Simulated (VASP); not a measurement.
# LiF in VASP: further runs, part 2 of 2

VASP 6.6.1.

### Step 3. Single point, PBE

This run uses another cell than the first one: it holds 8 atoms, not 2.

The input, INCAR:

```
SYSTEM = LiF
  PREC = Accurate
  ENCUT = 520
  EDIFF = 1E-7
  ISMEAR = 0
  SIGMA = 0.1
  LREAL = .False.
  LASPH = .True.
  NELM = 80
  ALGO = Normal
  ISIF = 2
  LWAVE = .False.
  LCHARG = .False.
  GGA = PE
  NBANDS = 30
```

The input, KPOINTS:

```
regular mesh
0
Gamma
  4 4 4
  0 0 0
```

The input, POSCAR:

```
LiF
1.0
   -1.4382209127     -2.4822675843      0.2235660694
   -4.3119324038      2.4831549594     -0.2236621293
    1.4372402576      0.3998813165     -4.7520916475
Li F
4 4
Direct
    0.7499843212      0.6249754391      0.3750029326
    0.2499868003      0.1249776071      0.3750091337
    0.5000225556      0.8750122753      0.8749903110
    1.0000177019      0.3750204952      0.8750123525
    0.8750064949      1.0000142078      0.6250151325
    0.3750090828      0.5000039705      0.6250116082
    0.1249869614      0.7499989112      0.1249814032
    0.6249860820      0.2499970936      0.1249771265
```

Potentials or basis: VASP PAW PBE potentials, release 64 (Li_sv, F).

The run is started by

```sh
cat potpaw_PBE.64/Li_sv/POTCAR potpaw_PBE.64/F/POTCAR > POTCAR
mpirun -np 1 vasp_std > vasp.out
```

OUTCAR:

```text
SYSTEM = LiF
   PREC = Accurate
   ENCUT = 520
   EDIFF = 1E-7
   ISMEAR = 0
   LREAL = .False.
   LASPH = .True.
   NELM = 80
   ISIF = 2
   GGA = PE

 ion  position               nearest neighbor table
   1  0.750  0.625  0.375-   6 2.03   8 2.03   7 2.03   5 2.03   6 2.04   7 2.04
   2  0.250  0.125  0.375-   5 2.03   7 2.03   6 2.03   8 2.03   5 2.04   8 2.04
   3  0.500  0.875  0.875-   5 2.03   8 2.03   6 2.03   7 2.03   7 2.04   5 2.04
   4  0.000  0.375  0.875-   7 2.03   6 2.03   8 2.03   5 2.03   8 2.04   6 2.04
   5  0.875  0.000  0.625-   3 2.03   2 2.03   4 2.03   1 2.03   2 2.04   3 2.04
   6  0.375  0.500  0.625-   1 2.03   4 2.03   3 2.03   2 2.03   4 2.04   1 2.04
   7  0.125  0.750  0.125-   4 2.03   2 2.03   3 2.03   1 2.03   3 2.04   1 2.04
   8  0.625  0.250  0.125-   3 2.03   4 2.03   1 2.03   2 2.03   4 2.04   2 2.04

  LATTYP: Found a triclinic cell.
 ALAT       =     2.8775186431
 B/A-ratio  =     3.3150007571
 C/A-ratio  =     1.9983027389
 COS(alpha) =     0.0000469687
 COS(beta)  =     0.4996784627
 COS(gamma) =     0.7539428241

  Lattice vectors:

 A1 = (  -1.4382209127,  -2.4822675843,   0.2235660694)
 A2 = (  -0.0017496792,  -7.8475714445,   5.4228859156)
 A3 = (  -5.7501533165,   0.0008873751,  -0.0000960599)

Analysis of symmetry for initial positions (statically):
=====================================================================
 Subroutine PRICEL returns:
 Original cell was already a primitive cell.

 Routine SETGRP: Setting up the symmetry group for a
 triclinic supercell.

 Subroutine GETGRP returns: Found  1 space group operations
 (whereof  1 operations were pure point group operations)
 out of a pool of  2 trial point group operations.

The static configuration has the point symmetry C_1 .

Analysis of symmetry for dynamics (positions and initial velocities):
=====================================================================
 Subroutine PRICEL returns:
[... 146 lines left out ...]
   GGA     = PE    functional components
   LHFCALC =     F    Hartree Fock is set to
   AEXX    =    0.0000 exact exchange contribution
   IVDW    =     0    specifies the selected vdW correction
   LEPSILON=     F    determine dielectric tensor
   LRPA    =     F    only Hartree local field effects (RPA)
 non-spin polarized calculation
 Gauss-broadening in eV      SIGMA  =   0.10
  energy-cutoff  :      520.00
  volume of cell :       67.32
 maximum number of plane-waves:      1850
 NGX is ok and might be reduce to    24

 number of electron      40.0000005 magnetization

 Free energy of the ion-electron system (eV)
  ---------------------------------------------------
  ext. energy  EPLUGINS =         0.00000000
  ---------------------------------------------------
  free energy    TOTEN  =       -38.56249182 eV

  energy without entropy =      -38.56249182  energy(sigma->0) =      -38.56249182

 E-fermi :  -0.5841     XC(G=0):  -9.8387

 val. band max:       -1.1917843066   @ k =   0.0000   0.0000   0.0000
 cond. band min:       7.6345144215   @ k =   0.0000   0.0000   0.0000
 fundamental gap:      8.8262987281
 Fermi energy:        -0.5841218025

 k-point     1 :       0.0000    0.0000    0.0000
  band No.  band energies     occupation
      1     -42.1835      2.00000
      2     -42.1321      2.00000
      3     -42.1256      2.00000
      4     -42.1249      2.00000
      5     -21.0883      2.00000
      6     -20.6764      2.00000
[... 781 lines left out ...]
     29      17.1985      0.00000
     30      17.3761      0.00000

 [... further k-points ...]

------------------------ aborting loop because EDIFF is reached ----------------------------------------

  FORCE on cell =-STRESS in cart. coord.  units (eV):
  Direction    XX          YY          ZZ          XY          YZ          ZX
  --------------------------------------------------------------------------------------
  -------------------------------------------------------------------------------------
  Total       -0.1680626     -0.1928618     -0.1841080      0.0031524     -0.0155614     -0.0022355
  in kB       -3.9997570     -4.5899581     -4.3816261      0.0750245     -0.3703498     -0.0532021
  external PRESSURE =      -4.3237804 kB  Pullay stress =       0.0000000 kB

 VOLUME and BASIS-vectors are now :
 -----------------------------------------------------------------------------
  energy-cutoff  :      520.00
  volume of cell :       67.32
      direct lattice vectors                 reciprocal lattice vectors
    -1.438220913 -2.482267584  0.223566069    -0.173954802 -0.309149861 -0.078626029
    -4.311932404  2.483154959 -0.223662129    -0.173892733  0.096749575 -0.044451434
     1.437240258  0.399881316 -4.752091648     0.000000595 -0.019097829 -0.212040525

 POSITION                                       TOTAL-FORCE (eV/Angst)
 -----------------------------------------------------------------------------------
     -3.23453     -0.15979     -1.75416        -0.000243      0.000047      0.000104
     -0.35945     -0.16024     -1.75414        -0.000261      0.000062      0.000176
     -3.23457      1.28149     -4.24195         0.000110      0.000097     -0.000204
     -0.35949      1.28109     -4.24201         0.000209     -0.000049      0.000105
     -0.36022     -1.92203     -2.77451         0.000258     -0.000097      0.000790
     -1.79704      0.56064     -2.99811        -0.000087      0.000151      0.000668
     -3.23408      1.60209     -0.73373         0.000040     -0.000133     -0.000753
     -1.79722     -0.88063     -0.51009        -0.000027     -0.000078     -0.000885
 -----------------------------------------------------------------------------------
    total drift:                               -0.000002      0.000000     -0.000002

  FREE ENERGIE OF THE ION-ELECTRON SYSTEM (eV)
  ---------------------------------------------------
  free  energy   TOTEN  =       -38.5624918160 eV

  energy  without entropy=      -38.5624918160  energy(sigma->0) =      -38.56249182
```

OSZICAR:

```text
N       E                     dE             d eps       ncg     rms          rms(c)
DAV:   1     0.310887571495E+03    0.31089E+03   -0.21205E+04  2160   0.150E+03
DAV:   2    -0.122863168934E+02   -0.32317E+03   -0.31446E+03  2380   0.395E+02
DAV:   3    -0.363370322796E+02   -0.24051E+02   -0.23784E+02  3728   0.901E+01
DAV:   4    -0.405639334414E+02   -0.42269E+01   -0.42233E+01  3336   0.226E+01
DAV:   5    -0.406101967411E+02   -0.46263E-01   -0.46260E-01  3100   0.323E+00    0.909E+00
DAV:   6    -0.384854580655E+02    0.21247E+01   -0.63744E+00  2592   0.157E+01    0.281E+00
DAV:   7    -0.385323189128E+02   -0.46861E-01   -0.41553E-01  3032   0.290E+00    0.185E+00
DAV:   8    -0.385632347423E+02   -0.30916E-01   -0.87158E-02  2684   0.240E+00    0.414E-01
DAV:   9    -0.385618257699E+02    0.14090E-02   -0.18514E-02  3114   0.863E-01    0.111E-01
DAV:  10    -0.385625436716E+02   -0.71790E-03   -0.26170E-03  2844   0.274E-01    0.677E-02
DAV:  11    -0.385624976429E+02    0.46029E-04   -0.13711E-04  2922   0.853E-02    0.171E-02
DAV:  12    -0.385624930153E+02    0.46276E-05   -0.77312E-06  2662   0.189E-02    0.509E-03
DAV:  13    -0.385624918785E+02    0.11368E-05   -0.11217E-06  3144   0.593E-03    0.930E-04
DAV:  14    -0.385624918160E+02    0.62532E-07   -0.10398E-07  1802   0.223E-03
   1 F= -.38562492E+02 E0= -.38562492E+02  d E =-.227649E-18
```

stdout:

```text
POSCAR found type information on POSCAR LiF
 POSCAR found :  2 types and       8 ions
 scaLAPACK will be used
 LDA part: xc-table for (Slater+PW92), standard interpolation
 POSCAR, INCAR and KPOINTS ok, starting setup
 FFT: planning ... GRIDC
 FFT: planning ... GRID_SOFT
 FFT: planning ... GRID
 WAVECAR not read
 entering main loop
```

Wall time 85 s (1 thread of AMD EPYC 7R13 (Zen 3), shared host); peak memory 0.17 GiB.

Results:

```
Free energy            : -38.5625 eV
Band gap on the k mesh : 8.83 eV
```

Levels at points of the mesh, in eV from the valence-band top:
```tsv
k point	band 17	band 18	band 19	band 20	band 21	band 22	band 23	band 24
(0.00, 0.00, 0.00)	-0.22	0.00	0.00	0.00	8.83	10.62	12.74	12.74
(0.50, 0.00, 0.00)	-0.70	-0.70	-0.40	-0.40	12.06	12.06	13.89	13.89
(0.00, 0.50, 0.00)	-0.28	-0.28	-0.23	-0.23	10.30	10.30	12.64	12.64
(0.50, 0.50, 0.00)	-0.60	-0.60	-0.22	-0.22	10.62	12.73	12.74	14.54
(0.00, 0.00, 0.50)	-0.12	-0.11	-0.11	-0.11	10.11	10.11	10.61	14.54
(0.50, 0.00, 0.50)	-0.70	-0.70	-0.40	-0.40	12.07	12.07	13.88	13.88
(0.00, 0.50, 0.50)	-0.57	-0.57	-0.10	-0.10	10.76	10.76	12.15	12.15
(0.50, 0.50, 0.50)	-0.60	-0.60	-0.22	-0.22	10.62	12.74	12.74	14.51
```

Caveat: the k points lie up to 0.57 Å⁻¹ apart; the cutoff is under 1.25 times the usual one of these potentials, so pressure, stress and relaxed cells hold a basis-set (Pulay) error. Expect the measured gap to be larger: semilocal functionals such as PBE lack the derivative discontinuity.
